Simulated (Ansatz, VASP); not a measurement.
## One calculation of SiC, two programs

```
CELL_PARAMETERS angstrom
3.09500 0.00000 0.00000
-1.54750 2.68035 0.00000
0.00000 0.00000 15.17000
ATOMIC_POSITIONS crystal
Si 0.00000 0.00000 0.12505
Si 0.00000 0.00000 0.62505
Si 0.33333 0.66667 0.29183
Si 0.66667 0.33333 0.79183
Si 0.33333 0.66667 0.95832
Si 0.66667 0.33333 0.45832
C 0.00000 0.00000 0.99967
C 0.00000 0.00000 0.49967
C 0.33333 0.66667 0.16683
C 0.66667 0.33333 0.66683
C 0.33333 0.66667 0.83331
C 0.66667 0.33333 0.33331
```

Alike in both runs: functional PBE; k mesh 9 × 9 × 2; occupations fermi-dirac, width 0.02 eV; no spin polarisation.

Ansatz relaxed the structure, and its values are those at the end. VASP's run is a single point on that final structure, the one shown.

|  | VASP | Ansatz |
| --- | --- | --- |
| version | VASP 6.6.1 | Ansatz 0.2.0 |
| potentials or method | VASP PAW PBE potentials, release 64 (Si, C) | plane-wave PAW, scalar-relativistic |
| plane-wave cutoff (eV) | 520 | 420 |
| valence electrons in the cell | 48 | 48 |

VASP gave:

- gap on the k mesh at the Fermi level (eV): 2.12
- pressure (GPa): 0.2
- rms of the force components (eV/Å): 0.003

What did Ansatz give for the same quantities?

gap on the k mesh at the Fermi level (eV): 2.12; pressure (GPa): 0.2; rms of the force components (eV/Å): 0.004.

With one functional, cell and mesh, what is left measures potentials, basis and numerics. Ansatz's warnings: stress scf threshold loose.
